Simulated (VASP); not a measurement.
Input of a VASP 6.6.1 run:

Contents of POSCAR:

```
GaN
1.0
    0.0000000000      2.1498693035      2.1498693035
    2.1498693035      0.0000000000      2.1498693035
    2.1498693035      2.1498693035      0.0000000000
Ga N
1 1
Direct
    0.5000000000      0.5000000000      0.5000000000
    0.0000000000      0.0000000000      0.0000000000
```

Contents of INCAR.step1:

```
SYSTEM = GaN
ALGO = Normal
EDIFF = 1E-4
ENCUT = 520
GGA = PE
ISMEAR = 0
LASPH = .TRUE.
LCHARG = .FALSE.
LREAL = .FALSE.
LWAVE = .TRUE.
NBANDS = 16
NELM = 60
PREC = Accurate
SIGMA = 0.01
```

Contents of INCAR.step2:

```
SYSTEM = GaN
ALGO = Normal
EDIFF = 1E-6
ENCUT = 520
ISIF = 2
ISMEAR = 0
ISTART = 1
LASPH = .TRUE.
LCHARG = .FALSE.
LMIXTAU = .TRUE.
LREAL = .FALSE.
LWAVE = .FALSE.
METAGGA = R2SCAN
NBANDS = 16
NELM = 60
PREC = Accurate
SIGMA = 0.01
```

The input KPOINTS:

```
k-points
0
G
  8 8 8
  0 0 0
```

Potentials or basis: VASP PAW PBE potentials, release 64 (Ga_d, N).

The run is started by

```console
$ cat potpaw_PBE.64/Ga_d/POTCAR potpaw_PBE.64/N/POTCAR > POTCAR
$ cp INCAR.step1 INCAR
$ mpirun -np 1 vasp_std > vasp.out
$ cp INCAR.step2 INCAR
$ mpirun -np 1 vasp_std > vasp.out
```

Q: Predict the band gap on the k mesh.

A: 0.78 eV, indirect (least direct gap 2.66 eV).

Q: Predict the pressure.

A: -11.6 GPa.

Caveat: the PAW data sets were made with another functional, which shifts forces and pressure a little. A k mesh can miss the band edges.
